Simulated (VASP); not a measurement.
**AlN: single point with PBE**

Crystal: AlN.

```
Al N
1.0
     3.11100    0.00000    0.00000
    -1.55550    2.69421    0.00000
     0.00000    0.00000    4.97800
Al N
2 2
Direct
  0.33333 0.66667 0.00000
  0.66667 0.33333 0.50000
  0.38901 0.77802 0.38500
  0.66667 0.33333 0.88500
```

This cell differs from its parent crystal: atom 3 (N) moved by (+0.000, +0.300) A along x and y.

```yaml
Program: VASP 6.6.1
Task: single point
Functional: PBE
Potentials_or_basis: VASP PAW PBE potentials, release 64 (Al, N)
Cutoff: 520 eV
k_mesh: 12 × 12 × 6
Occupations: gaussian, width 0.05 eV
Spin: no spin polarisation
```

```json
{
 "Pressure": "12.5 GPa",
 "Largest force": "8.889 eV/Å",
 "Band gap on the k mesh": "3.93 eV"
}
```

Forces in eV/Å, atoms in the order of the input:
```
Al   0.000  0.452  0.366
Al   0.000  7.800  2.229
N    0.000 -8.567 -2.372
N    0.000  0.315 -0.223
```

Stress tensor (GPa, compression positive):
```
-3.60  0.00  0.00
 0.00 34.72 13.84
 0.00 13.84  6.28
```

Levels at points of the mesh, in eV from the valence-band top:
```
           k point  band 4  band 5  band 6  band 7  band 8  band 9  band 10  band 11  band 12  band 13
(0.00, 0.00, 0.00)   -1.50   -0.82   -0.53   -0.23    0.00    3.93     6.43    10.00    10.75    11.40
(0.50, 0.00, 0.00)   -4.06   -3.72   -2.29   -1.52   -1.01    5.07     5.89     7.50    10.00    10.45
(0.00, 0.50, 0.00)   -4.91   -2.97   -2.62   -2.12   -0.65    5.31     6.74     8.44     9.23    10.80
(0.00, 0.00, 0.50)   -3.42   -1.18   -0.78   -0.73   -0.26    5.99     6.23     9.92    10.21    10.84
(0.50, 0.00, 0.50)   -5.55   -2.04   -1.74   -1.64   -1.32    5.28     5.37     8.51     8.90    11.34
(0.00, 0.50, 0.50)   -5.84   -1.69   -1.43   -1.23   -1.12    4.78     4.83     8.75     9.23    11.06
```

Wall time 53 s on 1 thread of AMD EPYC 9R45 96-Core Processor (Zen 5), with other jobs on the host, peak memory 0.23 GiB.

Caveat: the cell differs from its parent crystal (atom 3 (N) moved by (+0.000, +0.300) A along x and y); the stress differs along the axes, from -4 to 35 GPa; forces of over 1 eV/Å act on the atoms, so gaps and moduli don't describe the material at rest. A k mesh can miss the band edges.
